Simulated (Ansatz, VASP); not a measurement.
**ZnAu in VASP and in Ansatz**

The input INCAR:

```
SYSTEM = ZnAu
PREC = Accurate
ENCUT = 520
EDIFF = 1E-6
ISMEAR = -1
SIGMA = 0.01
LREAL = .False.
LASPH = .True.
NELM = 80
ALGO = Normal
ISIF = 2
LWAVE = .False.
LCHARG = .True.
GGA = PE
LELF = .True.
LVHAR = .True.
NBANDS = 18
```

File KPOINTS:

```
regular mesh
0
Gamma
  13 13 13
  0 0 0
```

File POSCAR:

```
ZnAu
1.0
    3.1470000000      0.0000000000      0.0000000000
    0.0000000000      3.1470000000      0.0000000000
    0.0000000000      0.0000000000      3.1470000000
Zn Au
1 1
Direct
    0.5000000000      0.5000000000      0.5000000000
    0.0000000000      0.0000000000      0.0000000000
```

Input for Ansatz:

```yaml
crystal:
  lattice:
    - [3.147, 0.0, 0.0]
    - [0.0, 3.147, 0.0]
    - [0.0, 0.0, 3.147]
  atoms:
    - { symbol: Zn, position: [0.5, 0.5, 0.5] }
    - { symbol: Au, position: [0.0, 0.0, 0.0] }
kpoints:
  mp_grid: { grid: [13, 13, 13] }
scf:
  occupations: { method: fermi_dirac, width: 0.01 }
hamiltonian:
  xc: pbe
  pseudopotentials: { kind: all_electron, lapw: { basis_error: 0.0005 } }
output:
  forces: true
  stress: true
  eigenvalues: true
```

Alike in both runs: task single point; functional PBE; k mesh 13 × 13 × 13; occupations fermi-dirac, width 0.01 eV; no spin polarisation.

|  | VASP | Ansatz |
| --- | --- | --- |
| version | VASP 6.6.1 | Ansatz 0.2.0 |
| potentials or method | VASP PAW PBE potentials, release 64 (Zn, Au), cutoff 520 eV | all-electron LAPW, scalar-relativistic |

|  | VASP | Ansatz | Ansatz less VASP |
| --- | --- | --- | --- |
| pressure (GPa) | 5.0 | 4.8 | -0.16 |

Ansatz ran all-electron here, and VASP with PAW potentials.

Spin-orbit coupling is off throughout.
